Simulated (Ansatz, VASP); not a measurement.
One calculation of Au, two programs

```
Au
1.0
     2.94275    0.00000    0.00000
     0.00000    2.94275    0.00000
     0.00000    0.00000    2.94275
Au
1
Direct
  0.00000 0.00000 0.00000
```

Alike in both runs: functional PBE; k mesh 15 × 15 × 15; occupations fermi-dirac, width 0.05 eV; no spin polarisation.

Ansatz relaxed the structure, and its values are those at the end. VASP's run is a single point on that final structure, the one shown.

```csv
,VASP,Ansatz
version,VASP 6.6.1,Ansatz 0.2.0
potentials or method,"VASP PAW PBE potentials, release 64 (Au), cutoff 520 eV","all-electron LAPW, non-relativistic"
```

VASP gave:

* pressure (GPa): -11.9

Q: What did Ansatz give for the same quantities?

A: Pressure (GPa): 0.0.

One of these differences is far larger than is usual between the two programs; its cause wasn't traced. Ansatz ran all-electron here, and VASP with PAW potentials.

Spin-orbit coupling is off throughout.
